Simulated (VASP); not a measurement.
# Ti4H: single point with PBE

System: Ti4H, a slab with vacuum.

```
Ti H
1.0
     3.25534    0.00000    0.00000
     0.00000    3.25534    0.00000
     0.00000    0.00000   20.17937
Ti H
4 1
Cartesian
  1.6277 1.6277 4.0000
  0.0000 0.0000 5.6277
  1.6277 1.6277 7.1674
  0.0000 0.0000 8.6794
  0.8138 1.2208 9.6702
```

| Property | Result |
| --- | --- |
| Program | VASP 6.6.1 |
| Task | single point |
| Functional | PBE |
| Potentials or basis | VASP PAW PBE potentials, release 64 (Ti_sv, H) |
| Cutoff | 520 eV |
| k mesh | 8 × 8 × 1 |
| Occupations | gaussian, width 0.1 eV |
| Spin | no spin polarisation |
| Dipole correction | yes |
| Further INCAR settings | ALGO = Normal; EDIFF = 1e-06; NBANDS = 32 |

| Property | Result |
| --- | --- |
| Largest force | 1.177 eV/Å |
| Band gap on the k mesh | zero (an odd number of electrons rules out a gap without spin polarisation) |

Forces in eV/Å, atoms in the order of the input:
```
Ti   0.021  0.001  0.541
Ti   0.057  0.059 -0.614
Ti  -0.258 -0.162  0.133
Ti  -0.462 -0.884 -0.073
H    0.642  0.986  0.014
```

Levels at points of the mesh, in eV from the Fermi level:
| k point | band 20 | band 21 | band 22 | band 23 | band 24 | band 25 | band 26 | band 27 | band 28 | band 29 |
| --- | --- | --- | --- | --- | --- | --- | --- | --- | --- | --- |
| (0.00, 0.00, 0.00) | -1.98 | -1.92 | -0.97 | -0.42 | 0.17 | 0.63 | 0.88 | 0.90 | 0.97 | 1.00 |
| (0.50, 0.00, 0.00) | -1.88 | -1.41 | -0.39 | -0.24 | -0.22 | 0.06 | 0.37 | 0.66 | 0.77 | 1.11 |
| (0.00, 0.50, 0.00) | -1.91 | -1.84 | -0.38 | -0.23 | -0.22 | 0.04 | 0.37 | 0.67 | 0.78 | 1.18 |
| (0.50, 0.50, 0.00) | -0.89 | -0.74 | -0.70 | -0.44 | -0.40 | -0.36 | -0.14 | 0.31 | 1.65 | 1.93 |

Run time: 4.8 min on 1 thread of Intel(R) Xeon(R) Platinum 8488C (Sapphire Rapids), on a shared host, peak memory 0.38 GiB.
